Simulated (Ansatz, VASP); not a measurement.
## TiC in VASP and in Ansatz

```
Ti C
1.0
     0.05957    2.27465    2.11665
     2.21834    0.05957    2.11665
     2.27791    2.33422    0.00000
Ti C
1 1
Direct
  0.97802 0.02198 0.02418
  0.52198 0.47802 0.47582
```

Alike in both runs: task single point; functional PBEsol; k mesh 14 × 14 × 14; occupations gaussian, width 0.1 eV; no spin polarisation.

```csv
,VASP,Ansatz
version,VASP 6.6.1,Ansatz 0.2.0
potentials or method,"VASP PAW PBE potentials, release 64 (Ti_sv, C), cutoff 520 eV","scalar-relativistic, plane waves, PAW"
valence electrons in the cell,16,16
```

|  | VASP | Ansatz | Ansatz less VASP |
| --- | --- | --- | --- |
| gap on the k mesh at the Fermi level (eV) | none | none | - |
| pressure (GPa) | -11.3 | -11.5 | -0.18 |
| traceless stress, the component that is largest in VASP (GPa) | -12.66 | -12.57 | +0.096 |
| rms of the force components (eV/Å) | 0.856 | 0.852 | -0.0042 |

VASP's potentials were made for PBE, not for PBEsol. Atom by atom the forces differ by 0.004 eV/Å (rms over components). A gap of «none» marks a metal or a gap that the smearing closes.
